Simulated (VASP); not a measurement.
A run of VASP 6.6.1 is set up as follows.

Contents of INCAR:

```
PREC = Accurate ; ENCUT = 520
EDIFF = 1E-7 ; ISMEAR = 1
SIGMA = 0.05 ; LREAL = False
LASPH = True ; NELM = 100
ALGO = Normal ; ISIF = 2
LWAVE = False ; LCHARG = False
GGA = PS ; NBANDS = 13
```

The input KPOINTS:

```
regular mesh
0
Gamma
  16 16 16
```

File POSCAR:

```
Ge
1.0
    2.6679411905      0.0000000000      0.0000000000
    0.0000000000      2.6679411905      0.0000000000
    0.0000000000      0.0000000000      2.6679411905
Ge
1
Direct
    0.0000000000      0.0000000000      0.0000000000
```

Potentials or basis: VASP PAW PBE potentials, release 64 (Ge_d).

Command:

```bash
$ cat potpaw_PBE.64/Ge_d/POTCAR > POTCAR
$ mpirun -np 1 vasp_std > vasp.out
```

(1) What does it give for the pressure?

(2) Estimate the band gap on the k mesh.

Answers

(1) -0.1 GPa.

(2) zero (bands 7 and 8 overlap by 9.51 eV).

Caveat: the PAW data sets were made with another functional, which shifts forces and pressure a little.
